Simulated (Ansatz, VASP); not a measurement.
**One calculation of HRh2, two programs**

```xyz
3
Lattice="0.0000 2.5416 2.5416 2.5416 0.0000 2.5416 2.5416 2.5416 0.0000" Properties=species:S:1:pos:R:3 pbc="T T T"
H     0.0000    0.0000    0.0000
Rh    1.2708    1.2708    1.2708
Rh    3.8124    3.8124    3.8124
```

Alike in both runs: task single point; functional PBE; k mesh 9 × 9 × 9; occupations fermi-dirac, width 0.05 eV; no spin polarisation.

```csv
,VASP,Ansatz
version,VASP 6.6.1,Ansatz 0.2.0
potentials or method,"VASP PAW PBE potentials, release 64 (H, Rh_pv)",Ansatz PAW
plane-wave cutoff (eV),520,420
valence electrons in the cell,31,35
```

|  | VASP | Ansatz | Ansatz less VASP |
| --- | --- | --- | --- |
| gap on the k mesh at the Fermi level (eV) | none | none | - |
| pressure (GPa) | 8.8 | 8.8 | -0.03 |

A gap of «none» marks a metal or a gap that the smearing closes. VASP's potentials hold 31 valence electrons a cell and Ansatz's 35, so a difference there can come from the potentials and not from the codes.
